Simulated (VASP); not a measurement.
# W (Pm-3m) in VASP: further runs

The runs below take W through density of states, with PBEsol.

Everything below comes from runs of VASP 6.6.1. Logs are shortened: lines on timing, memory, paths and dates and some standing lists are left out, and cuts for length are marked.

## Step 1: The cell of the first run

It takes space group Pm-3m (No. 221, cubic). The conventional cell has a = 1.923 Å, b = 1.923 Å, c = 1.923 Å, α = 90.00°, β = 90.00°, γ = 90.00°. W (site symmetry m-3m) has 6 W at 1.92 Å within 2.5 Å.

## Step 2: Density of states, PBEsol (volume scaled by 0.4)

File POSCAR:

```
W
1.0
    1.9227028480      0.0000000000      0.0000000000
    0.0000000000      1.9227028480      0.0000000000
    0.0000000000      0.0000000000      1.9227028480
W
1
Direct
    0.0000000000      0.0000000000      0.0000000000
```

File INCAR.step1:

```
PREC     = Accurate       # precision mode
ENCUT    = 520            # plane-wave cutoff, eV
EDIFF    = 1E-6           # SCF threshold, eV
ISMEAR   = -1             # smearing method
SIGMA    = 0.1            # smearing width, eV
LREAL    = False          # projectors in reciprocal space
LASPH    = True           # aspherical terms in the spheres
NELM     = 100            # most SCF steps
ALGO     = Normal         # electronic algorithm
ISIF     = 2              # what is computed and relaxed
LWAVE    = False          # write WAVECAR
LCHARG   = True           # write CHGCAR
LMAXMIX  = 4              # l up to which the mixer works
GGA      = PS             # functional
NBANDS   = 13             # bands
```

File KPOINTS.step1:

```
regular mesh
0
Gamma
  16 16 16
```

File INCAR.step2:

```
PREC     = Accurate       # precision mode
ENCUT    = 520            # plane-wave cutoff, eV
EDIFF    = 1E-6           # SCF threshold, eV
ISMEAR   = -5             # smearing method
SIGMA    = 0.1            # smearing width, eV
LREAL    = False          # projectors in reciprocal space
LASPH    = True           # aspherical terms in the spheres
NELM     = 100            # most SCF steps
ALGO     = Normal         # electronic algorithm
ISIF     = 2              # what is computed and relaxed
LWAVE    = False          # write WAVECAR
LCHARG   = False          # write CHGCAR
LMAXMIX  = 4              # l up to which the mixer works
GGA      = PS             # functional
LORBIT   = 11             # projections on sites
NEDOS    = 2001           # points of the DOS
ICHARG   = 11             # starting density
```

File KPOINTS.step2:

```
regular mesh
0
Gamma
  24 24 24
```

Potentials or basis: VASP PAW PBE potentials, release 64 (W_sv).

The run is started by

```
$ cat potpaw_PBE.64/W_sv/POTCAR > POTCAR
$ cp INCAR.step1 INCAR
$ cp KPOINTS.step1 KPOINTS
$ mpirun -np 1 vasp_std > vasp.out
$ cp INCAR.step2 INCAR
$ cp KPOINTS.step2 KPOINTS
$ mpirun -np 1 vasp_std > vasp.out
```

OUTCAR:

```text
PREC = Accurate
   ENCUT = 520
   EDIFF = 1E-6
   ISMEAR = -5
   LREAL = False
   LASPH = True
   NELM = 100
   ISIF = 2
   GGA = PS
   LORBIT = 11
   ICHARG = 11

 ion  position               nearest neighbor table
   1  0.000  0.000  0.000-

  LATTYP: Found a simple cubic cell.
 ALAT       =     1.9227028480

  Lattice vectors:

 A1 = (   1.9227028480,   0.0000000000,   0.0000000000)
 A2 = (   0.0000000000,   1.9227028480,   0.0000000000)
 A3 = (   0.0000000000,   0.0000000000,   1.9227028480)

Analysis of symmetry for initial positions (statically):
=====================================================================
 Subroutine PRICEL returns:
 Original cell was already a primitive cell.

 Routine SETGRP: Setting up the symmetry group for a
 simple cubic supercell.

 Subroutine GETGRP returns: Found 48 space group operations
 (whereof 48 operations were pure point group operations)
 out of a pool of 48 trial point group operations.

The static configuration has the point symmetry O_h .

Analysis of symmetry for dynamics (positions and initial velocities):
=====================================================================
 Subroutine PRICEL returns:
 Original cell was already a primitive cell.

 Routine SETGRP: Setting up the symmetry group for a
 simple cubic supercell.

 Subroutine GETGRP returns: Found 48 space group operations
 (whereof 48 operations were pure point group operations)
 out of a pool of 48 trial point group operations.

The dynamic configuration has the point symmetry O_h .

 Subroutine INISYM returns: Found 48 space group operations
 (whereof 48 operations are pure point group operations),
 and found     1 'primitive' translations

----------------------------------------------------------------------------------------

                                     Primitive cell

  volume of cell :       7.1078

  direct lattice vectors                    reciprocal lattice vectors
     1.922702848  0.000000000  0.000000000     0.520101170  0.000000000  0.000000000
     0.000000000  1.922702848  0.000000000     0.000000000  0.520101170  0.000000000
     0.000000000  0.000000000  1.922702848     0.000000000  0.000000000  0.520101170

  length of vectors
     1.922702848  1.922702848  1.922702848     0.520101170  0.520101170  0.520101170

  position of ions in fractional coordinates (direct lattice)
     0.000000000  0.000000000  0.000000000

  ion indices of the primitive-cell ions
   primitive index   ion index
                 1           1

[... 85 lines left out ...]
   NUPDOWN=      -1.0000    fix difference up-down
   EMIN   =  10.00;   EMAX   =-10.00  energy-range for DOS
   EFERMI =   0.00;   METHOD = LEGACY
   ISMEAR =    -5;   SIGMA  =   0.10  broadening in eV -4-tet -1-fermi 0-gaus
   EFERMI_NEDOS =   21; number of points for ismear=-14 and -15
   IALGO  =     38    algorithm
   IMIX   =      4    mixing-type and parameters
     AMIX     =   0.40;   BMIX     =  1.00
     AMIX_MAG =   1.60;   BMIX_MAG =  1.00
  volume/ion in A,a.u.               =       7.11        47.97
  Fermi-wavevector in a.u.,A,eV,Ry     =   2.052132  3.877968 57.297489  4.211247
  Thomas-Fermi vector in A             =   3.054616
   LORBIT       =     11    0 simple, 1 ext, 2 COOP (PROOUT), +10 PAW based schemes
   GGA     = PS    functional components
   LHFCALC =     F    Hartree Fock is set to
   AEXX    =    0.0000 exact exchange contribution
   IVDW    =     0    specifies the selected vdW correction
   LEPSILON=     F    determine dielectric tensor
   LRPA    =     F    only Hartree local field effects (RPA)
 non-spin polarized calculation
 Fermi weights with tetrahedron method with Bloechl corrections
  energy-cutoff  :      520.00
  volume of cell :        7.11
 maximum number of plane-waves:       208

 number of electron      14.0000010 magnetization

 Free energy of the ion-electron system (eV)
  ---------------------------------------------------
  ext. energy  EPLUGINS =         0.00000000
  ---------------------------------------------------
  free energy    TOTEN  =         9.63734205 eV

  energy without entropy =        9.63734205  energy(sigma->0) =        9.63734205

 E-fermi :  27.6182     XC(G=0): -18.7718

 val. band max:       27.9982021113   @ k =   0.4167   0.0000   0.0000
 cond. band min:      27.3410921547   @ k =   0.5000   0.3750   0.1250
 fundamental gap:     -0.6571099566
 Fermi energy:        27.6181519981

 k-point     1 :       0.0000    0.0000    0.0000
  band No.  band energies     occupation
      1     -51.8917      2.00000
      2      -8.6837      2.00000
      3      -8.6837      2.00000
      4      -8.6837      2.00000
      5      13.8857      2.00000
      6      13.8857      2.00000
      7      15.8325      2.00000
      8      41.8352      0.00000
      9      41.8352      0.00000
     10      41.8352      0.00000
     11      54.2542      0.00000
[... 309 lines left out ...]
 k-point    24 :       0.4583    0.0417    0.0000
  band No.  band energies     occupation
      1     -49.5015      2.00000
      2     -21.3789      2.00000
      3      -7.3584      2.00000
      4      -7.0272      2.00000
      5      17.2980      2.00000
      6      21.2413      2.00000
      7      25.9580      2.00840
      8      27.5654      1.63676
      9      30.7605      0.00000
     10      42.2485      0.00000
     11      43.4157      0.00000

 [... further k-points ...]

------------------------ aborting loop because EDIFF is reached ----------------------------------------

  FORCE on cell =-STRESS in cart. coord.  units (eV):
  Direction    XX          YY          ZZ          XY          YZ          ZX
  --------------------------------------------------------------------------------------
  -------------------------------------------------------------------------------------
  Total       64.1050419     64.1050419     64.1050419      0.0000000      0.0000000     -0.0000000
  in kB    14449.9472491  14449.9472491  14449.9472491      0.0000000      0.0000000     -0.0000000
  external PRESSURE =   14449.9472491 kB  Pullay stress =       0.0000000 kB

 VOLUME and BASIS-vectors are now :
 -----------------------------------------------------------------------------
  energy-cutoff  :      520.00
  volume of cell :        7.11
      direct lattice vectors                 reciprocal lattice vectors
     1.922702848  0.000000000  0.000000000     0.520101170  0.000000000  0.000000000
     0.000000000  1.922702848  0.000000000     0.000000000  0.520101170  0.000000000
     0.000000000  0.000000000  1.922702848     0.000000000  0.000000000  0.520101170

 POSITION                                       TOTAL-FORCE (eV/Angst)
 -----------------------------------------------------------------------------------
      0.00000      0.00000      0.00000         0.000000      0.000000      0.000000
 -----------------------------------------------------------------------------------
    total drift:                               -0.000000     -0.000000     -0.000000

  FREE ENERGIE OF THE ION-ELECTRON SYSTEM (eV)
  ---------------------------------------------------
  free  energy   TOTEN  =         9.6373420502 eV

  energy  without entropy=        9.6373420502  energy(sigma->0) =        9.63734205

 total charge

# of ion       s       p       d       tot
------------------------------------------
    1        2.804   6.941   6.409  16.154
```

OSZICAR.step1:

```text
N       E                     dE             d eps       ncg     rms          rms(c)
DAV:   1     0.943994913525E+02    0.94399E+02   -0.72358E+03  4417   0.138E+03
DAV:   2     0.990145436822E+01   -0.84498E+02   -0.81313E+02  4835   0.335E+02
DAV:   3     0.884276776023E+01   -0.10587E+01   -0.10575E+01  4820   0.349E+01
DAV:   4     0.884159302956E+01   -0.11747E-02   -0.11747E-02  4905   0.128E+00
DAV:   5     0.884159122526E+01   -0.18043E-05   -0.18050E-05  4785   0.477E-02    0.107E+02
DAV:   6     0.937715709869E+01    0.53557E+00   -0.43678E-02  4540   0.271E+00    0.633E+01
DAV:   7     0.963168393739E+01    0.25453E+00   -0.93721E-02  4590   0.394E+00    0.336E-01
DAV:   8     0.963109230572E+01   -0.59163E-03   -0.74006E-04  4555   0.313E-01    0.196E-01
DAV:   9     0.963078053938E+01   -0.31177E-03   -0.99194E-05  4935   0.140E-01    0.702E-02
DAV:  10     0.963077216453E+01   -0.83749E-05   -0.12934E-05  4580   0.591E-02    0.384E-03
DAV:  11     0.963077239600E+01    0.23147E-06   -0.24538E-07  2938   0.726E-03
   1 F= 0.96307724E+01 E0= 0.96382544E+01  d E =-.149640E-01
```

It took 8.6 s on 1 thread of Intel Xeon 6975P-C (Granite Rapids), shared host; peak memory 0.15 GiB.

Caveat: the cell differs from its parent crystal (volume scaled by 0.4); the PAW data sets were made with another functional, which shifts forces and pressure a little; spin-orbit coupling is left out, which moves the levels of the heavy elements; tetrahedron occupations give inexact forces and stress in metals.

## Step 3: Density of states, PBEsol

This run uses another cell than the first one, of 17.77 Å³/atom, 2.500 times its volume.

File POSCAR:

```
W
1.0
    2.6095092410      0.0000000000      0.0000000000
    0.0000000000      2.6095092410      0.0000000000
    0.0000000000      0.0000000000      2.6095092410
W
1
Direct
    0.0000000000      0.0000000000      0.0000000000
```

File INCAR.step1:

```
  PREC = Accurate
  ENCUT = 520
  EDIFF = 1E-6
  ISMEAR = -1
  SIGMA = 0.1
  LREAL = F
  LASPH = T
  NELM = 80
  ALGO = Normal
  ISIF = 2
  LWAVE = F
  LCHARG = T
  LMAXMIX = 4
  GGA = PS
  NBANDS = 13
```

KPOINTS.step1 is that of step 2.

File INCAR.step2:

```
  PREC = Accurate
  ENCUT = 520
  EDIFF = 1E-6
  ISMEAR = -5
  SIGMA = 0.1
  LREAL = F
  LASPH = T
  NELM = 80
  ALGO = Normal
  ISIF = 2
  LWAVE = F
  LCHARG = F
  LMAXMIX = 4
  GGA = PS
  LORBIT = 10
  NBANDS = 13
  NEDOS = 2001
  ICHARG = 11
```

KPOINTS.step2 is that of step 2.

Potentials or basis: VASP PAW PBE potentials, release 64 (W_sv).

The run is started by

```
$ cat potpaw_PBE.64/W_sv/POTCAR > POTCAR
$ cp INCAR.step1 INCAR
$ cp KPOINTS.step1 KPOINTS
$ mpirun -np 1 vasp_std > vasp.out
$ cp INCAR.step2 INCAR
$ cp KPOINTS.step2 KPOINTS
$ mpirun -np 1 vasp_std > vasp.out
```

OUTCAR:

```text
PREC = Accurate
   ENCUT = 520
   EDIFF = 1E-6
   ISMEAR = -5
   LREAL = F
   LASPH = T
   NELM = 80
   ISIF = 2
   GGA = PS
   LORBIT = 10
   ICHARG = 11

 ion  position               nearest neighbor table
   1  0.000  0.000  0.000-

  LATTYP: Found a simple cubic cell.
 ALAT       =     2.6095092410

  Lattice vectors:

 A1 = (   2.6095092410,   0.0000000000,   0.0000000000)
[... 570 lines left out ...]
------------------------ aborting loop because EDIFF is reached ----------------------------------------

  FORCE on cell =-STRESS in cart. coord.  units (eV):
  Direction    XX          YY          ZZ          XY          YZ          ZX
  --------------------------------------------------------------------------------------
  -------------------------------------------------------------------------------------
  Total        0.0623730      0.0623730      0.0623730      0.0000000      0.0000000      0.0000000
  in kB        5.6238066      5.6238066      5.6238066      0.0000000      0.0000000      0.0000000
  external PRESSURE =       5.6238066 kB  Pullay stress =       0.0000000 kB

 VOLUME and BASIS-vectors are now :
 -----------------------------------------------------------------------------
  energy-cutoff  :      520.00
  volume of cell :       17.77
      direct lattice vectors                 reciprocal lattice vectors
     2.609509241  0.000000000  0.000000000     0.383213818  0.000000000  0.000000000
     0.000000000  2.609509241  0.000000000     0.000000000  0.383213818  0.000000000
     0.000000000  0.000000000  2.609509241     0.000000000  0.000000000  0.383213818

 POSITION                                       TOTAL-FORCE (eV/Angst)
 -----------------------------------------------------------------------------------
      0.00000      0.00000      0.00000         0.000000      0.000000      0.000000
 -----------------------------------------------------------------------------------
    total drift:                                0.000000      0.000000      0.000000

  FREE ENERGIE OF THE ION-ELECTRON SYSTEM (eV)
  ---------------------------------------------------
  free  energy   TOTEN  =       -12.3073180881 eV

  energy  without entropy=      -12.3073180881  energy(sigma->0) =      -12.30731809

 total charge

# of ion       s       p       d       tot
------------------------------------------
    1        2.460   6.236   3.497  12.192
```

OUTCAR.step1:

```text
PREC = Accurate
   ENCUT = 520
   EDIFF = 1E-6
   ISMEAR = -1
   LREAL = F
[... 600 lines left out ...]

 POSITION                                       TOTAL-FORCE (eV/Angst)
 -----------------------------------------------------------------------------------
      0.00000      0.00000      0.00000         0.000000      0.000000      0.000000
 -----------------------------------------------------------------------------------
    total drift:                               -0.000000      0.000000      0.000000

  FREE ENERGIE OF THE ION-ELECTRON SYSTEM (eV)
  ---------------------------------------------------
  free  energy   TOTEN  =       -12.3312876335 eV

  energy  without entropy=      -12.3052823176  energy(sigma->0) =      -12.31828498
```

OSZICAR.step1:

```text
N       E                     dE             d eps       ncg     rms          rms(c)
DAV:   1     0.870965845884E+02    0.87097E+02   -0.74237E+03  4306   0.120E+03
DAV:   2    -0.110438938684E+02   -0.98140E+02   -0.93892E+02  4775   0.314E+02
DAV:   3    -0.127893848235E+02   -0.17455E+01   -0.17365E+01  4830   0.409E+01
DAV:   4    -0.127979692012E+02   -0.85844E-02   -0.85842E-02  4750   0.317E+00
DAV:   5    -0.127980576104E+02   -0.88409E-04   -0.88410E-04  4890   0.305E-01    0.190E+01
DAV:   6    -0.124237489267E+02    0.37431E+00   -0.34507E-01  4400   0.718E+00    0.801E+00
DAV:   7    -0.123353470953E+02    0.88402E-01   -0.15266E-01  4650   0.457E+00    0.540E-01
DAV:   8    -0.123312895881E+02    0.40575E-02   -0.46549E-03  4495   0.896E-01    0.353E-02
DAV:   9    -0.123312889033E+02    0.68482E-06   -0.69193E-05  4995   0.103E-01    0.399E-02
DAV:  10    -0.123312876877E+02    0.12156E-05   -0.11120E-05  4725   0.414E-02    0.470E-03
DAV:  11    -0.123312876335E+02    0.54230E-07   -0.18706E-07  2555   0.498E-03
   1 F= -.12331288E+02 E0= -.12318285E+02  d E =-.260053E-01
```

Wall time 35 s (1 thread of Intel Xeon 6975P-C (Granite Rapids), shared host); peak memory 0.21 GiB.

Results:

```yaml
Valence_electrons_inside_the_program's_atomic_spheres: W 12.19
```

Levels at points of the mesh, in eV from the Fermi level:
| k point | band 4 | band 5 | band 6 | band 7 | band 8 | band 9 | band 10 | band 11 |
| --- | --- | --- | --- | --- | --- | --- | --- | --- |
| (0.00, 0.00, 0.00) | -37.63 | -8.76 | -4.50 | -4.50 | 4.87 | 4.87 | 4.87 | 14.87 |
| (0.50, 0.00, 0.00) | -37.50 | -5.20 | -3.49 | -0.76 | 0.91 | 0.91 | 5.30 | 9.56 |
| (0.50, 0.50, 0.00) | -37.38 | -5.79 | -2.99 | 1.72 | 1.72 | 4.88 | 4.88 | 7.68 |
| (0.50, 0.50, 0.50) | -38.65 | -4.08 | -4.08 | -4.08 | 7.25 | 7.98 | 7.98 | 11.90 |

Caveat: the PAW data sets were made with another functional, which shifts forces and pressure a little; spin-orbit coupling is left out, which moves the levels of the heavy elements; tetrahedron occupations give inexact forces and stress in metals.

## Step 4: Density of states, PBEsol

This run uses another cell than the first one, of 17.77 Å³/atom, 2.500 times its volume.

POSCAR is that of step 3.

File INCAR.step1:

```
SYSTEM = W
PREC     = Accurate       ! precision mode
ENCUT    = 520            ! plane-wave cutoff, eV
EDIFF    = 1E-7           ! SCF threshold, eV
ISMEAR   = -1             ! smearing method
SIGMA    = 0.1            ! smearing width, eV
LREAL    = .False.        ! projectors in reciprocal space
LASPH    = .True.         ! aspherical terms in the spheres
NELM     = 100            ! most SCF steps
ALGO     = Normal         ! electronic algorithm
ISIF     = 2              ! what is computed and relaxed
LWAVE    = .False.        ! write WAVECAR
LCHARG   = .True.         ! write CHGCAR
LMAXMIX  = 4              ! l up to which the mixer works
GGA      = PS             ! functional
NBANDS   = 13             ! bands
```

File KPOINTS.step1:

```
regular mesh
0
Gamma
  16 16 16
  0 0 0
```

File INCAR.step2:

```
SYSTEM = W
PREC     = Accurate       ! precision mode
ENCUT    = 520            ! plane-wave cutoff, eV
EDIFF    = 1E-7           ! SCF threshold, eV
ISMEAR   = -5             ! smearing method
SIGMA    = 0.1            ! smearing width, eV
LREAL    = .False.        ! projectors in reciprocal space
LASPH    = .True.         ! aspherical terms in the spheres
NELM     = 100            ! most SCF steps
ALGO     = Normal         ! electronic algorithm
ISIF     = 2              ! what is computed and relaxed
LWAVE    = .False.        ! write WAVECAR
LCHARG   = .False.        ! write CHGCAR
LMAXMIX  = 4              ! l up to which the mixer works
GGA      = PS             ! functional
LORBIT   = 11             ! projections on sites
NEDOS    = 2001           ! points of the DOS
ICHARG   = 11             ! starting density
```

File KPOINTS.step2:

```
regular mesh
0
Gamma
  24 24 24
  0 0 0
```

The run is started by

```
$ cat potpaw_PBE.64/W_sv/POTCAR > POTCAR
$ cp INCAR.step1 INCAR
$ cp KPOINTS.step1 KPOINTS
$ mpirun -np 1 vasp_std > vasp.out
$ cp INCAR.step2 INCAR
$ cp KPOINTS.step2 KPOINTS
$ mpirun -np 1 vasp_std > vasp.out
```

Wall time 34 s (1 thread of Intel Xeon 6975P-C (Granite Rapids), shared host); peak memory 0.2 GiB.

Results (log left out):

```yaml
Valence_electrons_inside_the_program's_atomic_spheres: W 12.19
```

Levels at points of the mesh, in eV from the Fermi level:
```tsv
k point	band 4	band 5	band 6	band 7	band 8	band 9	band 10	band 11
(0.00, 0.00, 0.00)	-37.63	-8.76	-4.50	-4.50	4.87	4.87	4.87	14.87
(0.50, 0.00, 0.00)	-37.50	-5.20	-3.49	-0.76	0.91	0.91	5.30	9.56
(0.50, 0.50, 0.00)	-37.38	-5.79	-2.99	1.72	1.72	4.88	4.88	7.68
(0.50, 0.50, 0.50)	-38.65	-4.08	-4.08	-4.08	7.25	7.98	7.98	11.90
```

Caveat: the PAW data sets were made with another functional, which shifts forces and pressure a little; spin-orbit coupling is left out, which moves the levels of the heavy elements; tetrahedron occupations give inexact forces and stress in metals.
